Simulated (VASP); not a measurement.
Runs of VASP 6.6.1 on Li2Se. The structure is cubic, space group Fm-3m (No. 225). Conventional cell: a = 5.987 Å, b = 5.987 Å, c = 5.987 Å, α = 90.00°, β = 90.00°, γ = 90.00°. Within 3.4 Å of Se (site symmetry m-3m) lie 8 Li at 2.59 Å. Li (site symmetry -43m) has 4 Se at 2.59 Å and 6 Li at 2.99 Å within 3.4 Å. 

```tsv
level	k mesh	cutoff (eV)	gap on the mesh (eV)	pressure (GPa)
PBE	6 × 6 × 6	750	2.97	0.3
HSE06	6 × 6 × 6	650	3.83	-0.5
PBE	8 × 8 × 8	750	2.97	0.3
r2SCAN	6 × 6 × 6	830	3.46	(a)
```

Alike in all rows: no spin polarisation; cell a = 4.233 Å, angles 60.0°, 3 atoms; smearing gaussian 0.01 eV.

Problem. Estimate the missing entries.

Solution. (a) -0.2.

Caveats: the structure was generated, so it needn't be the stable form of Li2Se; the PAW data sets were made with another functional, which shifts forces and pressure a little (at least some runs).

A k mesh can miss the band edges, and the runs leave out spin-orbit coupling on Se.
